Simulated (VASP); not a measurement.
Cd3TeSe2: single point with PBE

Crystal: Cd3TeSe2.

```
Cd Te Se
1.0
     0.00005   -4.50583   -0.00175
     9.01316   -0.00010   -0.00042
    -2.25425    2.25342    9.40908
Cd Te Se
6 2 4
Direct
  0.84114 0.42003 0.68264
  0.84129 0.92036 0.68290
  0.49969 0.25026 0.00012
  0.49960 0.74992 0.99988
  0.15942 0.07954 0.31702
  0.15924 0.57981 0.31751
  0.24973 0.37512 0.49991
  0.24987 0.87546 0.50010
  0.57954 0.03949 0.15791
  0.57935 0.53974 0.15831
  0.92060 0.21027 0.84198
  0.92054 0.70999 0.84170
```

```json
{
  "Program": "VASP 6.6.1",
  "Task": "single point",
  "Functional": "PBE",
  "Potentials or basis": "VASP PAW PBE potentials, release 64 (Cd, Te, Se)",
  "Cutoff": "520 eV",
  "k mesh": "4 × 2 × 4",
  "Occupations": "gaussian, width 0.1 eV",
  "Spin": "no spin polarisation",
  "Dipole correction": "no",
  "Further INCAR settings": "ALGO = Normal; EDIFF = 1e-06; NBANDS = 66"
}
```

* Pressure: 0.2 GPa
* Largest force: 0.012 eV/Å
* Band gap on the k mesh: 0.40 eV

Forces on the atoms (eV/Å):
```
Cd   0.004  0.000 -0.010
Cd   0.002 -0.001 -0.011
Cd   0.000 -0.001  0.000
Cd  -0.002 -0.002  0.000
Cd  -0.002  0.002  0.011
Cd  -0.002  0.002  0.008
Te  -0.001  0.000 -0.001
Te  -0.001  0.001  0.000
Se   0.000  0.001  0.001
Se  -0.001  0.000 -0.002
Se  -0.001 -0.001  0.001
Se   0.002  0.000  0.003
```

Levels at points of the mesh, in eV from the valence-band top:
```
           k point  band 52  band 53  band 54  band 55  band 56  band 57
(0.00, 0.00, 0.00)    -0.07     0.00     0.00     0.40     1.96     2.85
(0.50, 0.00, 0.00)    -1.03    -0.72    -0.29     1.96     2.85     2.98
(0.00, 0.50, 0.00)    -0.63    -0.14    -0.14     2.01     2.01     2.92
(0.50, 0.50, 0.00)    -1.22    -1.15    -1.15     3.11     3.11     3.50
(0.00, 0.00, 0.50)    -0.30    -0.30    -0.29     1.96     2.17     2.25
(0.50, 0.00, 0.50)    -1.03    -0.73    -0.29     1.96     2.85     2.98
(0.00, 0.50, 0.50)    -0.41    -0.24    -0.23     1.92     1.92     2.40
(0.50, 0.50, 0.50)    -1.22    -1.15    -1.15     3.12     3.12     3.50
```

Wall time 8.4 min on 1 thread of Intel(R) Xeon(R) Platinum 8488C (Sapphire Rapids), with other jobs on the host, peak memory 0.71 GiB.

Caveat: spin-orbit coupling is left out, which moves the levels of the heavy elements.
